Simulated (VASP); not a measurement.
Runs of VASP 6.6.1 on Ca. The structure is that of space group P6_3/mmc (No. 194), or close to it. The cells are those of the table. 

```tsv
cell	further INCAR settings	gap on the mesh (eV)	pressure (GPa)
a = 3.980, b = 3.980, c = 7.042 Å, angles 90.0, 90.0, 120.0°, 2 atoms	ALGO = Fast; EDIFF = 1e-07; NBANDS = 17	none	(a)
a = 4.298, b = 4.298, c = 6.520 Å, angles 90.0, 90.0, 120.0°, 2 atoms	ALGO = Fast; EDIFF = 1e-06; NBANDS = 17	none	-2.4
a = 3.980, b = 3.980, c = 5.998 Å, angles 90.0, 90.0, 120.0°, 2 atoms	ALGO = Fast; EDIFF = 1e-07; NBANDS = 17	none	0.7
a = 3.662, b = 3.662, c = 7.042 Å, angles 90.0, 90.0, 120.0°, 2 atoms	ALGO = Fast; EDIFF = 1e-06; NBANDS = 17	none	1.0
```

Alike in all rows: task single point; level PBE; potentials or basis VASP PAW PBE potentials, release 64 (Ca_sv); no spin polarisation; k mesh 15 × 15 × 8; cutoff (eV) 520; smearing gaussian 0.15 eV.

Problem. Estimate the missing entries.

Solution. (a) -1.8.

A gap of «none» marks levels without a gap at the run's occupations.
